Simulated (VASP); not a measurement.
# CuH2 (CdI2 type) (P-3m1) in VASP: notebook

The runs below take CuH2 (CdI2 type) through single point, relaxation of cell and atoms, with PBE.

All numbers are computed with VASP 6.6.1; they aren't measurements. Logs are shortened: lines on timing, memory, paths and dates and some standing lists are left out, and cuts for length are marked.

## (1) The cell of the first run

The structure is trigonal, space group P-3m1 (No. 164). Conventional cell: a = 2.558 Å, b = 2.558 Å, c = 4.873 Å, α = 90.00°, β = 90.00°, γ = 120.00°. Within 2.3 Å of Cu (site symmetry -3m) lie 6 H at 1.77 Å. Within 2.3 Å of H (site symmetry 3m) lie 3 Cu at 1.77 Å.

## (2) Single point, PBE

File INCAR:

```
SYSTEM = CuH2
PREC     = Accurate       ! precision mode
ENCUT    = 520            ! plane-wave cutoff, eV
EDIFF    = 1E-6           ! SCF threshold, eV
ISMEAR   = -1             ! smearing method
SIGMA    = 0.05           ! smearing width, eV
LREAL    = .FALSE.        ! projectors in reciprocal space
LASPH    = .TRUE.         ! aspherical terms in the spheres
NELM     = 80             ! most SCF steps
ALGO     = Normal         ! electronic algorithm
ISIF     = 2              ! what is computed and relaxed
LWAVE    = .FALSE.        ! write WAVECAR
LCHARG   = .FALSE.        ! write CHGCAR
GGA      = PE             ! functional
NBANDS   = 14             ! bands
```

File KPOINTS:

```
Automatic mesh
0
G
  14 14 8
  0 0 0
```

File POSCAR:

```
CuH2
1.0
    2.5576488808      0.0000000000      0.0000000000
   -1.2788244404      2.2149889047      0.0000000000
    0.0000000000      0.0000000000      4.8725133107
Cu H
1 2
Direct
    0.0000000000      0.0000000000      0.0000000000
    0.3333333333      0.6666666667      0.1996021845
    0.6666666667      0.3333333333      0.8003978155
```

Potentials or basis: VASP PAW PBE potentials, release 64 (Cu, H).

On the command line:

```console
$ cat potpaw_PBE.64/Cu/POTCAR potpaw_PBE.64/H/POTCAR > POTCAR
$ mpirun -np 1 vasp_std > vasp.out
```

OUTCAR:

```text
SYSTEM = CuH2
   PREC = Accurate
   ENCUT = 520
   EDIFF = 1E-6
   ISMEAR = -1
   LREAL = .FALSE.
   LASPH = .TRUE.
   NELM = 80
   ISIF = 2
   GGA = PE

 ion  position               nearest neighbor table
   1  0.000  0.000  0.000-   2 1.77   3 1.77   2 1.77   3 1.77   3 1.77   2 1.77
   2  0.333  0.667  0.200-   1 1.77   1 1.77   1 1.77
   3  0.667  0.333  0.800-   1 1.77   1 1.77   1 1.77

  LATTYP: Found a hexagonal cell.
 ALAT       =     2.5576488808
 C/A-ratio  =     1.9050751443

  Lattice vectors:

 A1 = (   2.5576488808,   0.0000000000,   0.0000000000)
 A2 = (  -1.2788244404,   2.2149889047,   0.0000000000)
 A3 = (   0.0000000000,   0.0000000000,   4.8725133107)

Analysis of symmetry for initial positions (statically):
=====================================================================
 Subroutine PRICEL returns:
 Original cell was already a primitive cell.

 Routine SETGRP: Setting up the symmetry group for a
 hexagonal supercell.

 Subroutine GETGRP returns: Found 12 space group operations
 (whereof 12 operations were pure point group operations)
 out of a pool of 24 trial point group operations.

The static configuration has the point symmetry D_3d.

Analysis of symmetry for dynamics (positions and initial velocities):
=====================================================================
 Subroutine PRICEL returns:
 Original cell was already a primitive cell.

 Routine SETGRP: Setting up the symmetry group for a
 hexagonal supercell.

 Subroutine GETGRP returns: Found 12 space group operations
 (whereof 12 operations were pure point group operations)
 out of a pool of 24 trial point group operations.

The dynamic configuration has the point symmetry D_3d.

 Subroutine INISYM returns: Found 12 space group operations
 (whereof 12 operations are pure point group operations),
 and found     1 'primitive' translations

----------------------------------------------------------------------------------------

                                     Primitive cell

  volume of cell :      27.6036

  direct lattice vectors                    reciprocal lattice vectors
     2.557648881  0.000000000  0.000000000     0.390984082  0.225734765  0.000000000
    -1.278824440  2.214988905  0.000000000     0.000000000  0.451469530  0.000000000
     0.000000000  0.000000000  4.872513311     0.000000000  0.000000000  0.205232892

  length of vectors
     2.557648881  2.557648881  4.872513311     0.451469530  0.451469530  0.205232892

  position of ions in fractional coordinates (direct lattice)
     0.000000000  0.000000000  0.000000000
     0.333333333  0.666666667  0.199602185
     0.666666667  0.333333333  0.800397815

  ion indices of the primitive-cell ions
   primitive index   ion index
                 1           1
                 2           2
                 3           3

----------------------------------------------------------------------------------------

 KPOINTS: Automatic mesh

Automatic generation of k-mesh.
 Grid dimensions read from file:
 generate k-points for:   14   14    8

 Generating k-lattice:

  Cartesian coordinates                     Fractional coordinates (reciprocal lattice)
     0.027927434  0.016123912  0.000000000     0.071428571  0.000000000  0.000000000
     0.000000000  0.032247824  0.000000000     0.000000000  0.071428571  0.000000000
     0.000000000  0.000000000  0.025654112     0.000000000  0.000000000  0.125000000

  Length of vectors
     0.032247824  0.032247824  0.025654112

  Shift w.r.t. Gamma in fractional coordinates (k-lattice)
     0.000000000  0.000000000  0.000000000

 Subroutine IBZKPT returns following result:
 ===========================================

 Found    168 irreducible k-points:

 Following reciprocal coordinates:
            Coordinates               Weight
  0.000000  0.000000  0.000000      1.000000
  0.071429  0.000000  0.000000      6.000000
  0.142857  0.000000  0.000000      6.000000
  0.214286 -0.000000  0.000000      6.000000
  0.285714 -0.000000  0.000000      6.000000
  0.357143 -0.000000  0.000000      6.000000
[... 16 lines left out ...]
  0.285714  0.285714  0.000000      6.000000
  0.357143  0.285714  0.000000      6.000000
 [... further k-points ...]
   k-points           NKPTS =    168   k-points in BZ     NKDIM =    168   number of bands    NBANDS=     14
   number of dos      NEDOS =    301   number of ions     NIONS =      3
   total plane-waves  NPLWV =  14400
   dimension x,y,z NGX =    20 NGY =   20 NGZ =   36
   dimension x,y,z NGXF=    40 NGYF=   40 NGZF=   72
   ions per type =               1   2
   NGX,Y,Z   is equivalent  to a cutoff of  13.00, 13.00, 12.28 a.u.
   NGXF,Y,Z  is equivalent  to a cutoff of  26.00, 26.00, 24.57 a.u.
 SYSTEM =  CuH2
   PREC   = accura    normal or accurate (medium, high low for compatibility)
   ISTART =      0    job   : 0-new  1-cont  2-samecut
   ICHARG =      2    charge: 1-file 2-atom 10-const
   ISPIN  =      1    spin polarized calculation?
   LNONCOLLINEAR =      F non collinear calculations
   LSORBIT =      F    spin-orbit coupling
   LASPH  =      T    aspherical Exc in radial PAW
   ENCUT  =  520.0 eV  38.22 Ry    6.18 a.u.   4.76  4.76  9.06*2*pi/ulx,y,z
   NELM   =     80;   NELMIN=  2; NELMDL= -5     # of ELM steps
   EDIFF  = 0.1E-05   stopping-criterion for ELM
   LREAL  =      F    real-space projection
   EDIFFG = 0.1E-04   stopping-criterion for IOM
   NSW    =      0    number of steps for IOM
   IBRION =     -1    ionic relax: 0-MD 1-quasi-New 2-CG
   NFREE  =      0    steps in history (QN), initial steepest desc. (CG)
   ISIF   =      2    stress and relaxation
   ISYM   =      2    0-nonsym 1-usesym 2-fastsym
   POTIM  = 0.5000    time-step for ionic-motion
   TEBEG  =    0.0;   TEEND  =   0.0 temperature during run
   PSTRESS=    0.0 pullay stress
   NELECT =      13.0000    total number of electrons
   NUPDOWN=      -1.0000    fix difference up-down
   EMIN   =  10.00;   EMAX   =-10.00  energy-range for DOS
   EFERMI =   0.00;   METHOD = LEGACY
   ISMEAR =    -1;   SIGMA  =   0.05  broadening in eV -4-tet -1-fermi 0-gaus
   EFERMI_NEDOS =   21; number of points for ismear=-14 and -15
   IALGO  =     38    algorithm
   IMIX   =      4    mixing-type and parameters
     AMIX     =   0.40;   BMIX     =  1.00
     AMIX_MAG =   1.60;   BMIX_MAG =  1.00
  volume/ion in A,a.u.               =       9.20        62.09
  Fermi-wavevector in a.u.,A,eV,Ry     =   1.273701  2.406946 22.072921  1.622314
  Thomas-Fermi vector in A             =   2.406510
   LORBIT       =      0    0 simple, 1 ext, 2 COOP (PROOUT), +10 PAW based schemes
   GGA     = PE    functional components
   LHFCALC =     F    Hartree Fock is set to
   AEXX    =    0.0000 exact exchange contribution
   IVDW    =     0    specifies the selected vdW correction
   LEPSILON=     F    determine dielectric tensor
   LRPA    =     F    only Hartree local field effects (RPA)
 non-spin polarized calculation
  energy-cutoff  :      520.00
  volume of cell :       27.60
 maximum number of plane-waves:       762
 NGX is ok and might be reduce to    20
   NGX =  9   NGY =  9   NGZ = 19

 number of electron      12.9999997 magnetization

 Free energy of the ion-electron system (eV)
  ---------------------------------------------------
  ext. energy  EPLUGINS =         0.00000000
  ---------------------------------------------------
  free energy    TOTEN  =        -9.55978612 eV

  energy without entropy =       -9.55619093  energy(sigma->0) =       -9.55798852

 E-fermi :   2.3967     XC(G=0):  -9.1958

 val. band max:        2.3305860293   @ k =   0.0000   0.3571   0.1250
 cond. band min:       2.4135519003   @ k =   0.2143   0.2143   0.2500
 fundamental gap:      0.0829658710
 Fermi energy:         2.3967137276

 k-point     1 :       0.0000    0.0000    0.0000
  band No.  band energies     occupation
      1      -8.4040      2.00000
      2      -2.8299      2.00000
      3      -2.1654      2.00000
      4      -1.8541      2.00000
      5      -1.8541      2.00000
      6      -0.9272      2.00000
      7      -0.9272      2.00000
      8       5.8775      0.00000
      9      17.1319      0.00000
     10      17.4395      0.00000
     11      21.4734      0.00000
     12      24.5680      0.00000
     13      24.5680      0.00000
     14      25.1698      0.00000

 k-point     2 :       0.0714    0.0000    0.0000
  band No.  band energies     occupation
      1      -8.2493      2.00000
      2      -2.9726      2.00000
      3      -2.1182      2.00000
      4      -1.8255      2.00000
      5      -1.7969      2.00000
      6      -0.9393      2.00000
      7      -0.7415      2.00000
      8       5.9960      0.00000
      9      16.6752      0.00000
     10      17.0642      0.00000
     11      21.3032      0.00000
     12      22.5702      0.00000
     13      22.9027      0.00000
     14      25.2667      0.00000

 k-point     3 :       0.1429    0.0000    0.0000
  band No.  band energies     occupation
      1      -7.7932      2.00000
      2      -3.2516      2.00000
      3      -2.0073      2.00000
      4      -1.8376      2.00000
      5      -1.6341      2.00000
      6      -0.9724      2.00000
      7      -0.2025      2.00000
      8       6.3562      0.00000
      9      15.0349      0.00000
     10      16.0526      0.00000
     11      20.5738      0.00000
     12      21.0095      0.00000
     13      21.9886      0.00000
     14      24.4818      0.00000
[... 324 lines left out ...]
 k-point    23 :       0.2857    0.2857    0.0000
  band No.  band energies     occupation
      1      -3.9079      2.00000
      2      -3.7245      2.00000
      3      -2.0875      2.00000
      4      -1.6401      2.00000
      5      -1.1243      2.00000
      6       0.9468      2.00000
      7       3.1601      0.00000
      8       7.1617      0.00000
      9       8.9708      0.00000
     10      10.6813      0.00000
     11      12.7049      0.00000
     12      12.9775      0.00000
     13      16.4579      0.00000
     14      18.0071      0.00000

 k-point    24 :       0.3571    0.2857    0.0000
  band No.  band energies     occupation
      1      -3.8897      2.00000
      2      -3.6093      2.00000
      3      -2.0125      2.00000
      4      -1.7198      2.00000
      5      -1.0998      2.00000
      6       1.6603      2.00000
      7       2.6889      0.00578
      8       6.7328      0.00000
      9       9.7975      0.00000
     10      10.1570      0.00000
     11      11.8406      0.00000
     12      14.1533      0.00000
     13      15.1048      0.00000
     14      17.5273      0.00000

 [... further k-points ...]

------------------------ aborting loop because EDIFF is reached ----------------------------------------

  FORCE on cell =-STRESS in cart. coord.  units (eV):
  Direction    XX          YY          ZZ          XY          YZ          ZX
  --------------------------------------------------------------------------------------
  -------------------------------------------------------------------------------------
  Total        0.0307084      0.0307084      0.0112811      0.0000000      0.0000000      0.0000000
  in kB        1.7823908      1.7823908      0.6547836      0.0000000      0.0000000      0.0000000
  external PRESSURE =       1.4065217 kB  Pullay stress =       0.0000000 kB

 VOLUME and BASIS-vectors are now :
 -----------------------------------------------------------------------------
  energy-cutoff  :      520.00
  volume of cell :       27.60
      direct lattice vectors                 reciprocal lattice vectors
     2.557648881  0.000000000  0.000000000     0.390984082  0.225734765  0.000000000
    -1.278824440  2.214988905  0.000000000     0.000000000  0.451469530  0.000000000
     0.000000000  0.000000000  4.872513311     0.000000000  0.000000000  0.205232892

 POSITION                                       TOTAL-FORCE (eV/Angst)
 -----------------------------------------------------------------------------------
      0.00000      0.00000      0.00000         0.000000      0.000000      0.000000
     -0.00000      1.47666      0.97256         0.000000      0.000000      0.016281
      1.27882      0.73833      3.89995        -0.000000      0.000000     -0.016281
 -----------------------------------------------------------------------------------
    total drift:                               -0.000000     -0.000000      0.000000

  FREE ENERGIE OF THE ION-ELECTRON SYSTEM (eV)
  ---------------------------------------------------
  free  energy   TOTEN  =        -9.5597861193 eV

  energy  without entropy=       -9.5561909301  energy(sigma->0) =       -9.55798852
```

It took 38 s on 1 thread of AMD EPYC 7R13, shared host; peak memory 0.19 GiB.

What came out:

| Property | Result |
| --- | --- |
| Free energy | -9.5598 eV |
| Pressure | 0.1 GPa |
| Largest force | 0.016 eV/Å |

Forces in eV/Å, atoms in the order of the input:
```
Cu   0.000  0.000  0.000
H    0.000  0.000  0.016
H    0.000  0.000 -0.016
```

Levels at points of the mesh, in eV from the Fermi level:
| k point | band 4 | band 5 | band 6 | band 7 | band 8 | band 9 | band 10 | band 11 |
| --- | --- | --- | --- | --- | --- | --- | --- | --- |
| (0.00, 0.00, 0.00) | -4.25 | -4.25 | -3.32 | -3.32 | 3.48 | 14.74 | 15.04 | 19.08 |
| (0.50, 0.00, 0.00) | -3.59 | -3.56 | -2.93 | 0.64 | 4.96 | 5.12 | 9.37 | 11.52 |
| (0.00, 0.00, 0.50) | -4.25 | -4.25 | -3.32 | -3.32 | 6.82 | 8.83 | 16.17 | 18.20 |
| (0.50, 0.00, 0.50) | -3.59 | -3.52 | -2.93 | 0.76 | 3.79 | 4.41 | 12.58 | 13.82 |

(Continued in part 2 of 2.)
